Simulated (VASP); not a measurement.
**BaOs3: single point with PBEsol**

The system is BaOs3.

```
Ba Os
1.0
     4.16665    0.00000    0.00000
     0.00000    4.16665    0.00000
     0.00000    0.00000    4.16665
Ba Os
1 3
Direct
  0.00000 0.00000 0.00000
  0.00000 0.50000 0.50000
  0.50000 0.50000 0.00000
  0.50000 0.00000 0.50000
```

```
Program                : VASP 6.6.1
Task                   : single point
Functional             : PBEsol
Potentials or basis    : VASP PAW PBE potentials, release 64 (Ba_sv, Os)
Cutoff                 : 520 eV
k mesh                 : 8 × 8 × 8
Occupations            : gaussian, width 0.05 eV
Spin                   : no spin polarisation
Dipole correction      : no
Further INCAR settings : ALGO = Normal; EDIFF = 1e-06; NBANDS = 25
```

* Pressure: -0.9 GPa
* Band gap on the k mesh: zero (bands 17 and 18 overlap by 2.08 eV)

Levels at points of the mesh, in eV from the Fermi level:
| k point | band 13 | band 14 | band 15 | band 16 | band 17 | band 18 | band 19 | band 20 | band 21 | band 22 |
| --- | --- | --- | --- | --- | --- | --- | --- | --- | --- | --- |
| (0.00, 0.00, 0.00) | -1.07 | -1.07 | 0.76 | 0.76 | 1.91 | 2.42 | 2.42 | 2.42 | 4.35 | 4.35 |
| (0.50, 0.00, 0.00) | -1.53 | -1.53 | -0.84 | -0.50 | 0.20 | 0.22 | 0.22 | 1.02 | 2.43 | 3.68 |
| (0.50, 0.50, 0.00) | -1.20 | -1.20 | -0.80 | -0.13 | -0.07 | -0.07 | 0.08 | 0.16 | 0.18 | 3.92 |
| (0.50, 0.50, 0.50) | -1.21 | -1.21 | -0.47 | -0.47 | -0.14 | 1.95 | 1.95 | 1.95 | 4.52 | 4.52 |

It took 40 s on 1 thread of Intel(R) Xeon(R) Platinum 8259CL CPU @ 2.50GHz (Skylake/Cascade Lake) (shared host), peak memory 0.21 GiB.

Caveat: the PAW data sets were made with another functional, which shifts forces and pressure a little; spin-orbit coupling is left out, which moves the levels of the heavy elements.
